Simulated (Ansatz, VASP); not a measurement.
# One calculation of Ta3N, two programs

The input INCAR:

```
SYSTEM = Ta3N
  ALGO = Normal
  EDIFF = 1E-6
  ENCUT = 520
  GGA = PE
  ISIF = 2
  ISMEAR = 0
  LASPH = .True.
  LCHARG = .True.
  LELF = .True.
  LREAL = .False.
  LVHAR = .True.
  LWAVE = .False.
  NBANDS = 27
  NELM = 60
  PREC = Accurate
  SIGMA = 0.1
```

File KPOINTS:

```
k-points
0
Gamma
  6 6 4
  0 0 0
```

File POSCAR:

```
Ta3N
1.0
    4.3954805500      0.0000000000      0.0000000000
   -2.1977402800      3.8065978200      0.0000000000
    0.0000000000      0.0000000000      4.4540668900
Ta N
3 1
Direct
    0.6309387800      0.0000000000      0.5000000000
    0.0000000000      0.6309387800      0.5000000000
    0.3690612200      0.3690612200      0.5000000000
    0.0000000000      0.0000000000      0.5000000000
```

Input for Ansatz:

```yaml
crystal:
  lattice:
    - [4.39548055, 0.0, 0.0]
    - [-2.19774028, 3.80659782, 0.0]
    - [0.0, 0.0, 4.45406689]
  atoms:
    - { symbol: Ta, position: [0.63093878, 0.0, 0.5] }
    - { symbol: Ta, position: [0.0, 0.63093878, 0.5] }
    - { symbol: Ta, position: [0.36906122, 0.36906122, 0.5] }
    - { symbol: "N", position: [0.0, 0.0, 0.5] }
basis:
  ecutwfc: 420
kpoints:
  mp_grid: { grid: [6, 6, 4] }
hamiltonian:
  xc: pbe
scf:
  occupations: { method: gaussian, width: 0.1 }
  lower_state_search: "off"
output:
  forces: true
  stress: true
  eigenvalues: true
```

Alike in both runs: task single point; functional PBE; k mesh 6 × 6 × 4; occupations gaussian, width 0.1 eV; no spin polarisation.

|  | VASP | Ansatz |
| --- | --- | --- |
| version | VASP 6.6.1 | Ansatz 0.2.0 |
| potentials or method | VASP PAW PBE potentials, release 64 (Ta_pv, N), cutoff 520 eV | scalar-relativistic, plane waves, PAW |
| valence electrons in the cell | 38 | 44 |

|  | VASP | Ansatz | Ansatz less VASP |
| --- | --- | --- | --- |
| gap on the k mesh at the Fermi level (eV) | none | none | - |
| rms of the force components (eV/Å) | 6.044 | 5.791 | -0.2534 |

Atom by atom the forces differ by 0.253 eV/Å (rms over components). A gap of «none» marks a metal or a gap that the smearing closes. VASP's potentials hold 38 valence electrons a cell and Ansatz's 44, so a difference there can come from the potentials and not from the codes.

Neither program's run includes spin-orbit coupling.
